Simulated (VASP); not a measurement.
## Fe: single point with PBE

Fe:

```
Fe
1.0
     0.00000    1.79750    1.79750
     1.79750    0.00000    1.79750
     1.79750    1.79750    0.00000
Fe
1
Direct
  0.00000 0.00000 0.00000
```

```
Program                : VASP 6.6.1
Task                   : single point
Functional             : PBE
Potentials or basis    : VASP PAW PBE potentials, release 64 (Fe)
Cutoff                 : 600 eV
k mesh                 : 13 × 13 × 13
Occupations            : fermi-dirac, width 0.01 eV
Spin                   : no spin polarisation
Dipole correction      : no
Further INCAR settings : ALGO = Normal; EDIFF = 1e-06; NBANDS = 10
```

| Quantity | Value |
| --- | --- |
| Pressure | -26.8 GPa |
| Band gap on the k mesh | zero (band 4 reaches 6.46 eV, above the bottom of band 5 at 4.95 eV) |

Levels at points of the mesh, in eV from the Fermi level:
| k point | band 2 | band 3 | band 4 | band 5 | band 6 | band 7 |
| --- | --- | --- | --- | --- | --- | --- |
| (0.00, 0.00, 0.00) | -1.39 | -1.39 | -1.39 | -0.11 | -0.11 | 22.21 |

It took 12 s on 1 thread of AMD EPYC 7R43 64-Core Processor (Zen 3) (shared host), peak memory 0.09 GiB.

Caveat: the run has no spin polarisation, though such a crystal can be magnetic. Spin polarisation is off, so any magnetic state and its effect on volume and gap are missing.
